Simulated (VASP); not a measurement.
Input of a VASP 6.6.1 run:

The input INCAR:

```
SYSTEM = GeBr5
ALGO = Fast ; EDIFF = 1E-6
ENCUT = 520 ; GGA = PE
ISIF = 2 ; ISMEAR = 0
LASPH = .True. ; LCHARG = .False.
LREAL = .False. ; LWAVE = .False.
NBANDS = 34 ; NELM = 60
PREC = Accurate ; SIGMA = 0.1
```

Contents of KPOINTS:

```
k-points
0
Gamma
  6 6 10
  0 0 0
```

POSCAR

```
GeBr5
1.0
    9.3430265353      0.0000000000      0.0000000000
   -4.6715132677      8.0912983278      0.0000000000
    0.0000000000      0.0000000000      3.2110431679
Ge Br
1 5
Direct
    0.0000000000      0.0000000000      0.0000000000
    0.6666666667      0.3333333333      0.0000000000
    0.2164850490      0.0000000000      0.5000000000
    0.7835149510      0.7835149510      0.5000000000
    0.0000000000      0.2164850490      0.5000000000
    0.3333333333      0.6666666667      0.0000000000
```

Potentials or basis: VASP PAW PBE potentials, release 64 (Ge_d, Br).

The run is started by

```console
$ cat potpaw_PBE.64/Ge_d/POTCAR potpaw_PBE.64/Br/POTCAR > POTCAR
$ mpirun -np 1 vasp_std > vasp.out
```

Problem. What does it give for the band gap on the k mesh?

Solution. Zero (an odd number of electrons rules out a gap without spin polarisation).

Problem. Predict the largest force.

Solution. 0.008 eV/Å.

Problem. Predict the pressure.

Solution. 0.0 GPa.

Forces on the atoms (eV/Å):
```
Ge   0.000  0.000  0.000
Br   0.000  0.000  0.000
Br   0.008  0.000  0.000
Br  -0.004 -0.007  0.000
Br  -0.004  0.007  0.000
Br   0.000  0.000  0.000
```

Caveat: an odd number of electrons without spin polarisation forces a metal; a magnetic or distorted state may lie lower.
